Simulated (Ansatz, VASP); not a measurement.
# Two plane-wave programs on W

```
W
1.0
    -3.19460   -3.19460    3.19460
    -3.19460    3.19460   -3.19460
     3.19460   -3.19460   -3.19460
W
8
Direct
  0.48193 0.50000 0.50000
  0.00000 0.50000 0.50000
  0.50000 0.00000 0.50000
  0.00000 0.00000 0.50000
  0.50000 0.50000 0.00000
  0.00000 0.50000 0.00000
  0.50000 0.00000 0.00000
  0.00000 0.00000 0.00000
```

Alike in both runs: task single point; functional PBE; k mesh 10 × 10 × 10; occupations gaussian, width 0.15 eV; no spin polarisation.

|  | VASP | Ansatz |
| --- | --- | --- |
| version | VASP 6.6.1 | Ansatz 0.2.0 |
| potentials or method | VASP PAW PBE potentials, release 64 (W_sv), cutoff 520 eV | scalar-relativistic, plane waves, PAW |
| valence electrons in the cell | 112 | 112 |

Ansatz gave:

```
gap on the k mesh at the Fermi level (eV) : none
pressure (GPa)                            : -2.8
rms of the force components (eV/Å)        : 0.389
```

Problem. Which values does VASP return?

Solution. gap on the k mesh at the Fermi level (eV): none; pressure (GPa): -2.3; rms of the force components (eV/Å): 0.392.

Atom by atom the forces differ by 0.004 eV/Å (rms over components). A gap of «none» marks a metal or a gap that the smearing closes.

Spin-orbit coupling is off throughout.
